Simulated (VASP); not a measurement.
# WC (Fm-3m) in VASP: notebook

Runs on WC. Level: PBE. Tasks: single point.

Everything below comes from runs of VASP 6.6.1. Logs are shortened: lines on timing, memory, paths and dates and some standing lists are left out, and cuts for length are marked.

**1. The cell of the first run**

The structure is cubic, space group Fm-3m (No. 225). Conventional cell: a = 4.385 Å, b = 4.385 Å, c = 4.385 Å, α = 90.00°, β = 90.00°, γ = 90.00°. Within 2.9 Å of W (site symmetry m-3m) lie 6 C at 2.19 Å. Within 2.9 Å of C (site symmetry m-3m) lie 6 W at 2.19 Å.

**2. Single point, PBE**

Input file INCAR:

```
SYSTEM = WC
ALGO = Normal
EDIFF = 1E-6
ENCUT = 600
GGA = PE
GGA_COMPAT = .False.
ISIF = 2
ISMEAR = 0
LASPH = .True.
LCHARG = .True.
LELF = .True.
LREAL = .False.
LVHAR = .True.
LWAVE = .False.
NBANDS = 16
NELM = 120
PREC = Accurate
SIGMA = 0.015
```

Input file KPOINTS:

```
k-points
0
Gamma
  10 10 10
  0 0 0
```

Input file POSCAR:

```
WC
1.0
    0.0000000000      2.1926840000      2.1926840000
    2.1926840000      0.0000000000      2.1926840000
    2.1926840000      2.1926840000      0.0000000000
W C
1 1
Direct
    0.0000000000      0.0000000000      0.0000000000
    0.5000000000      0.5000000000      0.5000000000
```

Potentials or basis: VASP PAW PBE potentials, release 64 (W_sv, C).

Run with:

```console
> cat potpaw_PBE.64/W_sv/POTCAR potpaw_PBE.64/C/POTCAR > POTCAR
> mpirun -np 1 vasp_std > vasp.out
```

OUTCAR:

```text
SYSTEM = WC
   EDIFF = 1E-6
   ENCUT = 600
   GGA = PE
   ISIF = 2
   ISMEAR = 0
   LASPH = .True.
   LREAL = .False.
   NELM = 120
   PREC = Accurate

 ion  position               nearest neighbor table
   1  0.000  0.000  0.000-   2 2.19   2 2.19   2 2.19   2 2.19   2 2.19   2 2.19
   2  0.500  0.500  0.500-   1 2.19   1 2.19   1 2.19   1 2.19   1 2.19   1 2.19

  LATTYP: Found a face centered cubic cell.
 ALAT       =     4.3853680000

  Lattice vectors:

 A1 = (   0.0000000000,   2.1926840000,   2.1926840000)
 A2 = (   2.1926840000,   0.0000000000,   2.1926840000)
 A3 = (   2.1926840000,   2.1926840000,   0.0000000000)

Analysis of symmetry for initial positions (statically):
=====================================================================
 Subroutine PRICEL returns:
 Original cell was already a primitive cell.

 Routine SETGRP: Setting up the symmetry group for a
 face centered cubic supercell.

 Subroutine GETGRP returns: Found 48 space group operations
 (whereof 48 operations were pure point group operations)
 out of a pool of 48 trial point group operations.

The static configuration has the point symmetry O_h .

Analysis of symmetry for dynamics (positions and initial velocities):
=====================================================================
 Subroutine PRICEL returns:
 Original cell was already a primitive cell.

 Routine SETGRP: Setting up the symmetry group for a
 face centered cubic supercell.

 Subroutine GETGRP returns: Found 48 space group operations
 (whereof 48 operations were pure point group operations)
 out of a pool of 48 trial point group operations.

The dynamic configuration has the point symmetry O_h .

 Subroutine INISYM returns: Found 48 space group operations
 (whereof 48 operations are pure point group operations),
 and found     1 'primitive' translations

----------------------------------------------------------------------------------------

                                     Primitive cell

  volume of cell :      21.0842

  direct lattice vectors                    reciprocal lattice vectors
     0.000000000  2.192684000  2.192684000    -0.228031034  0.228031034  0.228031034
     2.192684000  0.000000000  2.192684000     0.228031034 -0.228031034  0.228031034
     2.192684000  2.192684000  0.000000000     0.228031034  0.228031034 -0.228031034

  length of vectors
     3.100923451  3.100923451  3.100923451     0.394961337  0.394961337  0.394961337

  position of ions in fractional coordinates (direct lattice)
     0.000000000  0.000000000  0.000000000
     0.500000000  0.500000000  0.500000000

  ion indices of the primitive-cell ions
   primitive index   ion index
                 1           1
                 2           2

----------------------------------------------------------------------------------------

 KPOINTS: k-points

Automatic generation of k-mesh.
 Grid dimensions read from file:
 generate k-points for:   10   10   10

 Generating k-lattice:

  Cartesian coordinates                     Fractional coordinates (reciprocal lattice)
    -0.022803103  0.022803103  0.022803103     0.100000000  0.000000000  0.000000000
     0.022803103 -0.022803103  0.022803103     0.000000000  0.100000000  0.000000000
     0.022803103  0.022803103 -0.022803103     0.000000000  0.000000000  0.100000000

  Length of vectors
     0.039496134  0.039496134  0.039496134

  Shift w.r.t. Gamma in fractional coordinates (k-lattice)
     0.000000000  0.000000000  0.000000000

 Subroutine IBZKPT returns following result:
 ===========================================

 Found     47 irreducible k-points:

 Following reciprocal coordinates:
            Coordinates               Weight
  0.000000  0.000000  0.000000      1.000000
  0.100000  0.000000  0.000000      8.000000
  0.200000  0.000000  0.000000      8.000000
  0.300000  0.000000  0.000000      8.000000
  0.400000  0.000000  0.000000      8.000000
  0.500000  0.000000  0.000000      4.000000
[... 16 lines left out ...]
  0.300000  0.300000  0.000000      6.000000
  0.400000  0.300000  0.000000     24.000000
 [... further k-points ...]
   k-points           NKPTS =     47   k-points in BZ     NKDIM =     47   number of bands    NBANDS=     16
   number of dos      NEDOS =    301   number of ions     NIONS =      2
   total plane-waves  NPLWV =  21952
   dimension x,y,z NGX =    28 NGY =   28 NGZ =   28
   dimension x,y,z NGXF=    56 NGYF=   56 NGZF=   56
   ions per type =               1   1
   NGX,Y,Z   is equivalent  to a cutoff of  15.01, 15.01, 15.01 a.u.
   NGXF,Y,Z  is equivalent  to a cutoff of  30.02, 30.02, 30.02 a.u.
 SYSTEM =  WC
   PREC   = accura    normal or accurate (medium, high low for compatibility)
   ISTART =      0    job   : 0-new  1-cont  2-samecut
   ICHARG =      2    charge: 1-file 2-atom 10-const
   ISPIN  =      1    spin polarized calculation?
   LNONCOLLINEAR =      F non collinear calculations
   LSORBIT =      F    spin-orbit coupling
   LASPH  =      T    aspherical Exc in radial PAW
   ENCUT  =  600.0 eV  44.10 Ry    6.64 a.u.   6.19  6.19  6.19*2*pi/ulx,y,z
   NELM   =    120;   NELMIN=  2; NELMDL= -5     # of ELM steps
   EDIFF  = 0.1E-05   stopping-criterion for ELM
   LREAL  =      F    real-space projection
   EDIFFG = 0.1E-04   stopping-criterion for IOM
   NSW    =      0    number of steps for IOM
   IBRION =     -1    ionic relax: 0-MD 1-quasi-New 2-CG
   NFREE  =      0    steps in history (QN), initial steepest desc. (CG)
   ISIF   =      2    stress and relaxation
   ISYM   =      2    0-nonsym 1-usesym 2-fastsym
   POTIM  = 0.5000    time-step for ionic-motion
   TEBEG  =    0.0;   TEEND  =   0.0 temperature during run
   PSTRESS=    0.0 pullay stress
   NELECT =      18.0000    total number of electrons
   NUPDOWN=      -1.0000    fix difference up-down
   EMIN   =  10.00;   EMAX   =-10.00  energy-range for DOS
   EFERMI =   0.00;   METHOD = LEGACY
   ISMEAR =     0;   SIGMA  =   0.01  broadening in eV -4-tet -1-fermi 0-gaus
   EFERMI_NEDOS =   21; number of points for ismear=-14 and -15
   IALGO  =     38    algorithm
   IMIX   =      4    mixing-type and parameters
     AMIX     =   0.40;   BMIX     =  1.00
     AMIX_MAG =   1.60;   BMIX_MAG =  1.00
  volume/ion in A,a.u.               =      10.54        71.14
  Fermi-wavevector in a.u.,A,eV,Ry     =   1.553029  2.934800 32.815887  2.411900
  Thomas-Fermi vector in A             =   2.657319
   LORBIT       =      0    0 simple, 1 ext, 2 COOP (PROOUT), +10 PAW based schemes
   GGA     = PE    functional components
   LHFCALC =     F    Hartree Fock is set to
   AEXX    =    0.0000 exact exchange contribution
   IVDW    =     0    specifies the selected vdW correction
   LEPSILON=     F    determine dielectric tensor
   LRPA    =     F    only Hartree local field effects (RPA)
 non-spin polarized calculation
 Gauss-broadening in eV      SIGMA  =   0.01
  energy-cutoff  :      600.00
  volume of cell :       21.08
 maximum number of plane-waves:       725
 NGX is ok and might be reduce to    28
   NGX = 13   NGY = 13   NGZ = 13

 number of electron      18.0000001 magnetization

 Free energy of the ion-electron system (eV)
  ---------------------------------------------------
  ext. energy  EPLUGINS =         0.00000000
  ---------------------------------------------------
  free energy    TOTEN  =       -21.56907943 eV

  energy without entropy =      -21.56869308  energy(sigma->0) =      -21.56888626

 E-fermi :  12.4935     XC(G=0): -13.7145

 val. band max:       12.4926020092   @ k =  -0.1000   0.1000   0.0000
 cond. band min:      12.5024026199   @ k =  -0.3000   0.3000   0.1000
 fundamental gap:      0.0098006107
 Fermi energy:        12.4934793868

 k-point     1 :       0.0000    0.0000    0.0000
  band No.  band energies     occupation
      1     -63.0367      2.00000
      2     -27.0304      2.00000
      3     -27.0304      2.00000
      4     -27.0304      2.00000
      5      -3.4028      2.00000
      6       9.6583      2.00000
[... 8 lines left out ...]
     15      22.0843      0.00000
     16      35.5821      0.00000

 k-point     2 :       0.1000    0.0000    0.0000
  band No.  band energies     occupation
      1     -63.0332      2.00000
      2     -27.0886      2.00000
      3     -27.0366      2.00000
      4     -27.0366      2.00000
      5      -3.1241      2.00000
      6       8.7437      2.00000
[... 8 lines left out ...]
     15      22.7285      0.00000
     16      33.0047      0.00000

 k-point     3 :       0.2000    0.0000    0.0000
  band No.  band energies     occupation
      1     -63.0240      2.00000
      2     -27.2385      2.00000
      3     -27.0529      2.00000
      4     -27.0529      2.00000
      5      -2.3364      2.00000
      6       7.0761      2.00000
[... 8 lines left out ...]
     15      24.1372      0.00000
     16      30.1247      0.00000

 k-point     4 :       0.3000    0.0000    0.0000
  band No.  band energies     occupation
      1     -63.0127      2.00000
      2     -27.4187      2.00000
      3     -27.0730      2.00000
      4     -27.0730      2.00000
      5      -1.1690      2.00000
      6       5.3252      2.00000
[... 8 lines left out ...]
     15      24.9195      0.00000
     16      27.8977      0.00000
[... 324 lines left out ...]
 k-point    22 :      -0.2000    0.2000    0.0000
  band No.  band energies     occupation
      1     -63.0086      2.00000
      2     -27.3868      2.00000
      3     -27.1886      2.00000
      4     -27.0674      2.00000
      5      -0.9247      2.00000
      6       5.0919      2.00000
[... 8 lines left out ...]
     15      25.1302      0.00000
     16      25.7514      0.00000

 k-point    23 :       0.3000    0.3000    0.0000
  band No.  band energies     occupation
      1     -63.0046      2.00000
      2     -27.3840      2.00000
      3     -27.1670      2.00000
      4     -27.1670      2.00000
      5      -1.2795      2.00000
      6       5.2173      2.00000
[... 8 lines left out ...]
     15      24.9442      0.00000
     16      27.8735      0.00000

 k-point    24 :       0.4000    0.3000    0.0000
  band No.  band energies     occupation
      1     -62.9973      2.00000
      2     -27.4597      2.00000
      3     -27.2069      2.00000
      4     -27.1892      2.00000
      5      -0.9611      2.00000
      6       5.3425      2.00000
[... 8 lines left out ...]
     15      24.1308      0.00000
     16      27.7963      0.00000

 [... further k-points ...]

------------------------ aborting loop because EDIFF is reached ----------------------------------------

  FORCE on cell =-STRESS in cart. coord.  units (eV):
  Direction    XX          YY          ZZ          XY          YZ          ZX
  --------------------------------------------------------------------------------------
  -------------------------------------------------------------------------------------
  Total       -0.0957441     -0.0957441     -0.0957441     -0.0000000     -0.0000000     -0.0000000
  in kB       -7.2755281     -7.2755281     -7.2755281     -0.0000000     -0.0000000     -0.0000000
  external PRESSURE =      -7.2755281 kB  Pullay stress =       0.0000000 kB

 VOLUME and BASIS-vectors are now :
 -----------------------------------------------------------------------------
  energy-cutoff  :      600.00
  volume of cell :       21.08
      direct lattice vectors                 reciprocal lattice vectors
     0.000000000  2.192684000  2.192684000    -0.228031034  0.228031034  0.228031034
     2.192684000  0.000000000  2.192684000     0.228031034 -0.228031034  0.228031034
     2.192684000  2.192684000  0.000000000     0.228031034  0.228031034 -0.228031034

 POSITION                                       TOTAL-FORCE (eV/Angst)
 -----------------------------------------------------------------------------------
      0.00000      0.00000      0.00000         0.000000      0.000000      0.000000
      2.19268      2.19268      2.19268         0.000000      0.000000      0.000000
 -----------------------------------------------------------------------------------
    total drift:                               -0.000000      0.000000      0.000000

  FREE ENERGIE OF THE ION-ELECTRON SYSTEM (eV)
  ---------------------------------------------------
  free  energy   TOTEN  =       -21.5690794333 eV

  energy  without entropy=      -21.5686930800  energy(sigma->0) =      -21.56888626
```

It took 20 s on 1 thread of AMD EPYC 7R43 (Zen 3), shared host; peak memory 0.14 GiB.

What came out:

* Free energy: -21.5691 eV
* Pressure: -0.7 GPa
* Band gap on the k mesh: zero (bands 9 and 10 overlap by 3.18 eV)

Levels at points of the mesh, in eV from the Fermi level:
```tsv
k point	band 5	band 6	band 7	band 8	band 9	band 10	band 11	band 12	band 13	band 14
(0.00, 0.00, 0.00)	-15.90	-2.84	-2.84	-2.84	-1.16	-1.16	-1.16	-1.05	-1.05	6.40
(0.50, 0.00, 0.00)	-11.31	-9.88	-6.67	-6.67	0.95	0.95	2.24	4.83	8.68	8.68
(0.50, 0.50, 0.00)	-13.68	-5.85	-5.69	-2.59	-2.59	0.76	2.18	2.18	5.35	7.18
```

Caveat: spin-orbit coupling is left out, which moves the levels of the heavy elements.

**3. Single point, PBE**

Input file INCAR:

```
PREC = Accurate
ENCUT = 600
EDIFF = 1E-6
ISMEAR = 0
SIGMA = 0.016
LREAL = False
LASPH = True
NELM = 120
ALGO = Normal
ISIF = 2
LWAVE = False
LCHARG = False
GGA = PE
NBANDS = 16
GGA_COMPAT = False
```

Input file KPOINTS:

```
regular mesh
0
Gamma
  10 10 10
```

POSCAR is that of step 2.

Potentials or basis: VASP PAW PBE potentials, release 64 (W_sv, C).

Run with:

```console
> cat potpaw_PBE.64/W_sv/POTCAR potpaw_PBE.64/C/POTCAR > POTCAR
> mpirun -np 1 vasp_std > vasp.out
```

It took 19 s on 1 thread of AMD EPYC 7R43 (Zen 3), shared host; peak memory 0.14 GiB.

Results (log left out):

```
Free energy            : -21.5691 eV
Pressure               : -0.7 GPa
Band gap on the k mesh : zero (bands 9 and 10 overlap by 3.18 eV)
```

Levels at points of the mesh, in eV from the Fermi level:
```tsv
k point	band 7	band 8	band 9	band 10	band 11	band 12
(0.00, 0.00, 0.00)	-2.83	-2.83	-1.16	-1.16	-1.16	-1.05
(0.50, 0.00, 0.00)	-6.67	-6.67	0.96	0.96	2.24	4.83
(0.50, 0.50, 0.00)	-5.68	-2.59	-2.59	0.76	2.18	2.18
```

Caveat: spin-orbit coupling is left out, which moves the levels of the heavy elements.

**4. Single point, PBE**

Input file INCAR:

```
PREC = Accurate
ENCUT = 600
EDIFF = 1E-6
ISMEAR = 0
SIGMA = 0.017
LREAL = F
LASPH = T
NELM = 120
ALGO = Normal
ISIF = 2
LWAVE = F
LCHARG = F
GGA = PE
NBANDS = 16
GGA_COMPAT = F
```

KPOINTS is that of step 3.

POSCAR is that of step 3.

Run with:

```console
> cat potpaw_PBE.64/W_sv/POTCAR potpaw_PBE.64/C/POTCAR > POTCAR
> mpirun -np 1 vasp_std > vasp.out
```

Wall time 20 s (1 thread of AMD EPYC 7R43 (Zen 3), shared host); peak memory 0.14 GiB.

Results (log left out):

```
Free energy            : -21.5691 eV
Pressure               : -0.7 GPa
Band gap on the k mesh : zero (bands 9 and 10 overlap by 3.18 eV)
```

Levels at points of the mesh, in eV from the Fermi level:
```
           k point  band 6  band 7  band 8  band 9  band 10  band 11  band 12  band 13
(0.00, 0.00, 0.00)   -2.83   -2.83   -2.83   -1.16    -1.16    -1.16    -1.05    -1.05
(0.50, 0.00, 0.00)   -9.88   -6.67   -6.67    0.96     0.96     2.24     4.83     8.69
(0.50, 0.50, 0.00)   -5.85   -5.68   -2.59   -2.59     0.76     2.18     2.18     5.35
```

Caveat: spin-orbit coupling is left out, which moves the levels of the heavy elements.

(Part 1 of 2 ends here.)
